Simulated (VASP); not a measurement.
# SrTe (rocksalt type) (Fm-3m) in VASP: a series of runs, part 2 of 3

VASP 6.6.1. The steps go on from the part before.

## 3. Electric field gradients, PBE

The input, INCAR:

```
SYSTEM = SrTe
PREC = Accurate
ENCUT = 400
EDIFF = 1E-8
ISMEAR = -1
SIGMA = 0.03
LREAL = .FALSE.
LASPH = .TRUE.
NELM = 120
ALGO = Normal
ISIF = 2
LWAVE = .FALSE.
LCHARG = .FALSE.
GGA = PE
LEFG = .TRUE.
NBANDS = 15
GGA_COMPAT = .FALSE.
```

The input, KPOINTS:

```
Automatic mesh
0
G
  11 11 11
  0 0 0
```

The input, POSCAR:

```
SrTe
1.0
    0.0000000000      3.3591786648      3.3591786648
    3.3591786648      0.0000000000      3.3591786648
    3.3591786648      3.3591786648      0.0000000000
Sr Te
1 1
Direct
    0.0000000000      0.0000000000      0.0000000000
    0.5000000000      0.5000000000      0.5000000000
```

Potentials or basis: VASP PAW PBE potentials, release 64 (Sr_sv, Te).

On the command line:

```
> cat potpaw_PBE.64/Sr_sv/POTCAR potpaw_PBE.64/Te/POTCAR > POTCAR
> mpirun -np 1 vasp_std > vasp.out
```

OUTCAR:

```text
SYSTEM = SrTe
   PREC = Accurate
   ENCUT = 400
   EDIFF = 1E-8
   ISMEAR = -1
   LREAL = .FALSE.
   LASPH = .TRUE.
   NELM = 120
   ISIF = 2
   GGA = PE

 ion  position               nearest neighbor table
   1  0.000  0.000  0.000-   2 3.36   2 3.36   2 3.36   2 3.36   2 3.36   2 3.36
   2  0.500  0.500  0.500-   1 3.36   1 3.36   1 3.36   1 3.36   1 3.36   1 3.36

  LATTYP: Found a face centered cubic cell.
 ALAT       =     6.7183573296

  Lattice vectors:

 A1 = (   0.0000000000,   3.3591786648,   3.3591786648)
 A2 = (   3.3591786648,   0.0000000000,   3.3591786648)
 A3 = (   3.3591786648,   3.3591786648,   0.0000000000)

Analysis of symmetry for initial positions (statically):
=====================================================================
 Subroutine PRICEL returns:
 Original cell was already a primitive cell.

 Routine SETGRP: Setting up the symmetry group for a
 face centered cubic supercell.

 Subroutine GETGRP returns: Found 48 space group operations
 (whereof 48 operations were pure point group operations)
 out of a pool of 48 trial point group operations.

The static configuration has the point symmetry O_h .

Analysis of symmetry for dynamics (positions and initial velocities):
=====================================================================
 Subroutine PRICEL returns:
 Original cell was already a primitive cell.

 Routine SETGRP: Setting up the symmetry group for a
 face centered cubic supercell.

 Subroutine GETGRP returns: Found 48 space group operations
 (whereof 48 operations were pure point group operations)
 out of a pool of 48 trial point group operations.

The dynamic configuration has the point symmetry O_h .

 Subroutine INISYM returns: Found 48 space group operations
 (whereof 48 operations are pure point group operations),
 and found     1 'primitive' translations

----------------------------------------------------------------------------------------

                                     Primitive cell

  volume of cell :      75.8105

  direct lattice vectors                    reciprocal lattice vectors
     0.000000000  3.359178665  3.359178665    -0.148845908  0.148845908  0.148845908
     3.359178665  0.000000000  3.359178665     0.148845908 -0.148845908  0.148845908
     3.359178665  3.359178665  0.000000000     0.148845908  0.148845908 -0.148845908

  length of vectors
     4.750596026  4.750596026  4.750596026     0.257808676  0.257808676  0.257808676

  position of ions in fractional coordinates (direct lattice)
     0.000000000  0.000000000  0.000000000
     0.500000000  0.500000000  0.500000000

  ion indices of the primitive-cell ions
   primitive index   ion index
                 1           1
                 2           2

----------------------------------------------------------------------------------------

 KPOINTS: Automatic mesh

Automatic generation of k-mesh.
 Grid dimensions read from file:
 generate k-points for:   11   11   11

 Generating k-lattice:

  Cartesian coordinates                     Fractional coordinates (reciprocal lattice)
[... 75 lines left out ...]
   ISMEAR =    -1;   SIGMA  =   0.03  broadening in eV -4-tet -1-fermi 0-gaus
   EFERMI_NEDOS =   21; number of points for ismear=-14 and -15
   IALGO  =     38    algorithm
   IMIX   =      4    mixing-type and parameters
     AMIX     =   0.40;   BMIX     =  1.00
     AMIX_MAG =   1.60;   BMIX_MAG =  1.00
  volume/ion in A,a.u.               =      37.91       255.80
  Fermi-wavevector in a.u.,A,eV,Ry     =   0.974702  1.841919 12.926125  0.950043
  Thomas-Fermi vector in A             =   2.105183
   LORBIT       =      0    0 simple, 1 ext, 2 COOP (PROOUT), +10 PAW based schemes
   GGA     = PE    functional components
   LHFCALC =     F    Hartree Fock is set to
   AEXX    =    0.0000 exact exchange contribution
   IVDW    =     0    specifies the selected vdW correction
   LEPSILON=     F    determine dielectric tensor
   LRPA    =     F    only Hartree local field effects (RPA)
 non-spin polarized calculation
  energy-cutoff  :      400.00
  volume of cell :       75.81
 maximum number of plane-waves:      1411
   NGX = 15   NGY = 15   NGZ = 15

 number of electron      16.0000001 magnetization

 Free energy of the ion-electron system (eV)
  ---------------------------------------------------
  ext. energy  EPLUGINS =         0.00000000
  ---------------------------------------------------
  free energy    TOTEN  =        -8.26699469 eV

  energy without entropy =       -8.26699469  energy(sigma->0) =       -8.26699469

 E-fermi :   3.2320     XC(G=0):  -8.4136

 val. band max:        2.6688563379   @ k =   0.0000   0.0000   0.0000
 cond. band min:       4.4501449745   @ k =   0.4545   0.4545   0.0000
 fundamental gap:      1.7812886366
 Fermi energy:         3.2320411985

 k-point     1 :       0.0000    0.0000    0.0000
  band No.  band energies     occupation
      1     -32.0788      2.00000
      2     -14.0618      2.00000
      3     -14.0618      2.00000
      4     -14.0618      2.00000
      5      -7.2315      2.00000
      6       2.6689      2.00000
      7       2.6689      2.00000
      8       2.6689      2.00000
      9       5.4071      0.00000
     10       5.9623      0.00000
     11       5.9623      0.00000
     12       5.9623      0.00000
     13       6.5826      0.00000
     14       6.5826      0.00000
[... 401 lines left out ...]
      2     -14.1223      2.00000
      3     -14.0808      2.00000
      4     -14.0626      2.00000
      5      -6.8818      2.00000
      6       0.7823      2.00000
      7       1.8646      2.00000
      8       1.9159      2.00000
      9       6.3904      0.00000
     10       6.6129      0.00000
     11       6.7043      0.00000
     12       7.3380      0.00000
     13       8.4076      0.00000
     14       8.9660      0.00000
     15      10.7193      0.00000

 [... further k-points ...]
[... 5 lines left out ...]
  --------------------------------------------------------------------------------------
  -------------------------------------------------------------------------------------
  Total        0.0329949      0.0329949      0.0329949      0.0000000      0.0000000      0.0000000
  in kB        0.6973133      0.6973133      0.6973133      0.0000000      0.0000000      0.0000000
  external PRESSURE =       0.6973133 kB  Pullay stress =       0.0000000 kB

 VOLUME and BASIS-vectors are now :
 -----------------------------------------------------------------------------
  energy-cutoff  :      400.00
  volume of cell :       75.81
      direct lattice vectors                 reciprocal lattice vectors
     0.000000000  3.359178665  3.359178665    -0.148845908  0.148845908  0.148845908
     3.359178665  0.000000000  3.359178665     0.148845908 -0.148845908  0.148845908
     3.359178665  3.359178665  0.000000000     0.148845908  0.148845908 -0.148845908

 POSITION                                       TOTAL-FORCE (eV/Angst)
 -----------------------------------------------------------------------------------
      0.00000      0.00000      0.00000        -0.000000     -0.000000     -0.000000
      3.35918      3.35918      3.35918         0.000000      0.000000      0.000000
 -----------------------------------------------------------------------------------
    total drift:                                0.000000     -0.000000     -0.000000

  FREE ENERGIE OF THE ION-ELECTRON SYSTEM (eV)
  ---------------------------------------------------
  free  energy   TOTEN  =        -8.2669946860 eV

  energy  without entropy=       -8.2669946859  energy(sigma->0) =       -8.26699469

 Electric field gradients (V/A^2)
---------------------------------------------------------------------
 ion       V_xx      V_yy      V_zz      V_xy      V_xz      V_yz
---------------------------------------------------------------------
   1       0.000    -0.000     0.000    -0.000    -0.000    -0.000
   2       0.000     0.000    -0.000     0.000     0.000     0.000
---------------------------------------------------------------------

 Electric field gradients after diagonalization (V/A^2)
 (convention: |V_zz| > |V_xx| > |V_yy|)
----------------------------------------------------------------------
 ion       V_xx      V_yy      V_zz     asymmetry (V_yy - V_xx)/ V_zz
----------------------------------------------------------------------
   1       0.000     0.000    -0.000       0.000
   2      -0.000    -0.000     0.000       0.000
----------------------------------------------------------------------

           NMR quadrupolar parameters

 Cq : quadrupolar parameter    Cq=e*Q*V_zz/h
 eta: asymmetry parameters     (V_yy - V_xx)/ V_zz
 Q  : nuclear electric quadrupole moment in mb (millibarn)
----------------------------------------------------------------------
 ion       Cq(MHz)       eta       Q (mb)
----------------------------------------------------------------------
   1      -0.000       0.000       1.000
   2       0.000       0.000       1.000
----------------------------------------------------------------------
```

stdout:

```text
POSCAR found type information on POSCAR SrTe
 POSCAR found :  2 types and       2 ions
 scaLAPACK will be used
 LDA part: xc-table for (Slater+PW92), standard interpolation
 POSCAR, INCAR and KPOINTS ok, starting setup
 FFT: planning ... GRIDC
 FFT: planning ... GRID_SOFT
 FFT: planning ... GRID
 WAVECAR not read
 entering main loop
ion   1

ion   2
```

Wall time 36 s (1 thread of Intel Xeon Platinum 8259CL at 2.50GHz (Skylake/Cascade Lake), shared host); peak memory 0.2 GiB.

What came out:

```yaml
Free_energy: -8.2670 eV
Pressure: 0.1 GPa
Band_gap_on_the_k_mesh: 1.78 eV, indirect (least direct gap 2.50 eV)
```

Caveat: without QUAD_EFG the Cq values of the log hold for a quadrupole moment of 1 mb, not for the nuclei; spin-orbit coupling is left out, which moves the levels of the heavy elements. As with any semilocal functional, this PBE gap is likely too small.

## 4. Electric field gradients, PBE (volume scaled by 1.025)

The input, INCAR:

```
SYSTEM = SrTe
  PREC = Accurate
  ENCUT = 400
  EDIFF = 1E-8
  ISMEAR = -1
  SIGMA = 0.03
  LREAL = .FALSE.
  LASPH = .TRUE.
  NELM = 120
  ALGO = Normal
  ISIF = 2
  LWAVE = .FALSE.
  LCHARG = .FALSE.
  GGA = PE
  LEFG = .TRUE.
  NBANDS = 15
  GGA_COMPAT = .FALSE.
```

KPOINTS is that of step 3.

The input, POSCAR:

```
SrTe
1.0
    0.0000000000      3.3869417310      3.3869417310
    3.3869417310      0.0000000000      3.3869417310
    3.3869417310      3.3869417310      0.0000000000
Sr Te
1 1
Direct
    0.0000000000      0.0000000000      0.0000000000
    0.5000000000      0.5000000000      0.5000000000
```

Potentials or basis: VASP PAW PBE potentials, release 64 (Sr_sv, Te).

On the command line:

```
> cat potpaw_PBE.64/Sr_sv/POTCAR potpaw_PBE.64/Te/POTCAR > POTCAR
> mpirun -np 1 vasp_std > vasp.out
```

OUTCAR:

```text
SYSTEM = SrTe
   PREC = Accurate
   ENCUT = 400
   EDIFF = 1E-8
   ISMEAR = -1
   LREAL = .FALSE.
   LASPH = .TRUE.
   NELM = 120
   ISIF = 2
   GGA = PE

 ion  position               nearest neighbor table
   1  0.000  0.000  0.000-   2 3.39   2 3.39   2 3.39   2 3.39   2 3.39   2 3.39
   2  0.500  0.500  0.500-   1 3.39   1 3.39   1 3.39   1 3.39   1 3.39   1 3.39

  LATTYP: Found a face centered cubic cell.
 ALAT       =     6.7738834620

  Lattice vectors:

 A1 = (   0.0000000000,   3.3869417310,   3.3869417310)
 A2 = (   3.3869417310,   0.0000000000,   3.3869417310)
 A3 = (   3.3869417310,   3.3869417310,   0.0000000000)

Analysis of symmetry for initial positions (statically):
=====================================================================
 Subroutine PRICEL returns:
 Original cell was already a primitive cell.

 Routine SETGRP: Setting up the symmetry group for a
 face centered cubic supercell.

 Subroutine GETGRP returns: Found 48 space group operations
 (whereof 48 operations were pure point group operations)
 out of a pool of 48 trial point group operations.

The static configuration has the point symmetry O_h .

Analysis of symmetry for dynamics (positions and initial velocities):
=====================================================================
 Subroutine PRICEL returns:
 Original cell was already a primitive cell.

 Routine SETGRP: Setting up the symmetry group for a
 face centered cubic supercell.

 Subroutine GETGRP returns: Found 48 space group operations
 (whereof 48 operations were pure point group operations)
 out of a pool of 48 trial point group operations.

The dynamic configuration has the point symmetry O_h .
[... 165 lines left out ...]
     11       5.8113      0.00000
     12       5.8113      0.00000
     13       6.4062      0.00000
     14       6.4062      0.00000
[... 401 lines left out ...]
      2     -14.3443      2.00000
      3     -14.3080      2.00000
      4     -14.2918      2.00000
      5      -7.0032      2.00000
      6       0.6676      2.00000
      7       1.7334      2.00000
      8       1.7750      2.00000
      9       6.2169      0.00000
     10       6.4462      0.00000
     11       6.4705      0.00000
     12       7.1414      0.00000
     13       8.1485      0.00000
     14       8.7033      0.00000
     15      10.4074      0.00000

 [... further k-points ...]
[... 5 lines left out ...]
  --------------------------------------------------------------------------------------
  -------------------------------------------------------------------------------------
  Total       -0.3381155     -0.3381155     -0.3381155      0.0000000      0.0000000     -0.0000000
  in kB       -6.9714392     -6.9714392     -6.9714392      0.0000000      0.0000000     -0.0000000
  external PRESSURE =      -6.9714392 kB  Pullay stress =       0.0000000 kB

 VOLUME and BASIS-vectors are now :
 -----------------------------------------------------------------------------
  energy-cutoff  :      400.00
  volume of cell :       77.71
      direct lattice vectors                 reciprocal lattice vectors
     0.000000000  3.386941731  3.386941731    -0.147625805  0.147625805  0.147625805
     3.386941731  0.000000000  3.386941731     0.147625805 -0.147625805  0.147625805
     3.386941731  3.386941731  0.000000000     0.147625805  0.147625805 -0.147625805

 POSITION                                       TOTAL-FORCE (eV/Angst)
 -----------------------------------------------------------------------------------
      0.00000      0.00000      0.00000         0.000000      0.000000     -0.000000
      3.38694      3.38694      3.38694        -0.000000     -0.000000      0.000000
 -----------------------------------------------------------------------------------
    total drift:                                0.000000     -0.000000     -0.000000

  FREE ENERGIE OF THE ION-ELECTRON SYSTEM (eV)
  ---------------------------------------------------
  free  energy   TOTEN  =        -8.2635164783 eV

  energy  without entropy=       -8.2635164783  energy(sigma->0) =       -8.26351648

 Electric field gradients (V/A^2)
---------------------------------------------------------------------
 ion       V_xx      V_yy      V_zz      V_xy      V_xz      V_yz
---------------------------------------------------------------------
   1       0.000     0.000    -0.000    -0.000    -0.000    -0.000
   2      -0.000     0.000    -0.000     0.000     0.000     0.000
---------------------------------------------------------------------

 Electric field gradients after diagonalization (V/A^2)
 (convention: |V_zz| > |V_xx| > |V_yy|)
----------------------------------------------------------------------
 ion       V_xx      V_yy      V_zz     asymmetry (V_yy - V_xx)/ V_zz
----------------------------------------------------------------------
   1       0.000     0.000    -0.000       0.000
   2      -0.000    -0.000     0.000       0.000
----------------------------------------------------------------------

           NMR quadrupolar parameters

 Cq : quadrupolar parameter    Cq=e*Q*V_zz/h
 eta: asymmetry parameters     (V_yy - V_xx)/ V_zz
 Q  : nuclear electric quadrupole moment in mb (millibarn)
----------------------------------------------------------------------
 ion       Cq(MHz)       eta       Q (mb)
----------------------------------------------------------------------
   1      -0.000       0.000       1.000
   2       0.000       0.000       1.000
----------------------------------------------------------------------
```

OSZICAR:

```text
N       E                     dE             d eps       ncg     rms          rms(c)
DAV:   1     0.549444207325E+02    0.54944E+02   -0.58214E+03  1680   0.748E+02
DAV:   2    -0.503065836387E+01   -0.59975E+02   -0.56078E+02  2270   0.156E+02
DAV:   3    -0.825255228817E+01   -0.32219E+01   -0.32066E+01  2459   0.312E+01
DAV:   4    -0.836629360634E+01   -0.11374E+00   -0.11371E+00  2250   0.575E+00
DAV:   5    -0.836789175640E+01   -0.15982E-02   -0.15980E-02  2488   0.677E-01    0.137E+01
DAV:   6    -0.825879057780E+01    0.10910E+00   -0.14326E-01  1960   0.209E+00    0.817E+00
DAV:   7    -0.826270118612E+01   -0.39106E-02   -0.17422E-01  2150   0.247E+00    0.115E+00
DAV:   8    -0.826312688113E+01   -0.42570E-03   -0.24013E-02  1779   0.709E-01    0.409E-01
DAV:   9    -0.826322086396E+01   -0.93983E-04   -0.95945E-04  2184   0.216E-01    0.222E-01
DAV:  10    -0.826349676291E+01   -0.27590E-03   -0.22256E-04  1876   0.850E-02    0.424E-02
DAV:  11    -0.826351226659E+01   -0.15504E-04   -0.15452E-05  2319   0.194E-02    0.514E-02
DAV:  12    -0.826351577532E+01   -0.35087E-05   -0.12314E-05  2030   0.161E-02    0.303E-02
DAV:  13    -0.826351641310E+01   -0.63777E-06   -0.65051E-07  2156   0.493E-03    0.882E-03
DAV:  14    -0.826351649242E+01   -0.79323E-07   -0.82941E-08  2200   0.128E-03    0.137E-03
DAV:  15    -0.826351648202E+01    0.10402E-07   -0.21721E-08  2001   0.764E-04    0.756E-04
DAV:  16    -0.826351647829E+01    0.37251E-08   -0.11260E-09  1232   0.183E-04
   1 F= -.82635165E+01 E0= -.82635165E+01  d E =-.804111E-12
```

stdout:

```text
POSCAR found type information on POSCAR SrTe
 POSCAR found :  2 types and       2 ions
 scaLAPACK will be used
 LDA part: xc-table for (Slater+PW92), standard interpolation
 POSCAR, INCAR and KPOINTS ok, starting setup
 FFT: planning ... GRIDC
 FFT: planning ... GRID_SOFT
 FFT: planning ... GRID
 WAVECAR not read
 entering main loop
ion   1

ion   2
```

It took 32 s on 1 thread of Intel Xeon Platinum 8259CL at 2.50GHz (Skylake/Cascade Lake), shared host; peak memory 0.2 GiB.

What came out:

| Property | Result |
| --- | --- |
| Free energy | -8.2635 eV |
| Pressure | -0.7 GPa |
| Band gap on the k mesh | 1.84 eV, indirect (least direct gap 2.54 eV) |

Caveat: without QUAD_EFG the Cq values of the log hold for a quadrupole moment of 1 mb, not for the nuclei; spin-orbit coupling is left out, which moves the levels of the heavy elements. A k mesh can miss the band edges.

[end of part 2 of 3]
